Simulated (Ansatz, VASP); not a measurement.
**One calculation of RbCl, two programs**

```xyz
2
Lattice="0.0000 3.3171 3.3171 3.3171 0.0000 3.3171 3.3171 3.3171 0.0000" Properties=species:S:1:pos:R:3 pbc="T T T"
Rb    0.0000    0.0000    0.0000
Cl    3.3171    3.3171    3.3171
```

Alike in both runs: task single point; functional PBE; k mesh 5 × 5 × 5; no spin polarisation.

```csv
,VASP,Ansatz
version,VASP 6.6.1,Ansatz 0.2.0
potentials or method,"VASP PAW PBE potentials, release 64 (Rb_sv, Cl), cutoff 500 eV","plane waves, PAW"
occupations,"gaussian, width 0.01 eV",fixed
valence electrons in the cell,16,16
```

|  | VASP | Ansatz | Ansatz less VASP |
| --- | --- | --- | --- |
| pressure (GPa) | 0.4 | 0.4 | +0.01 |
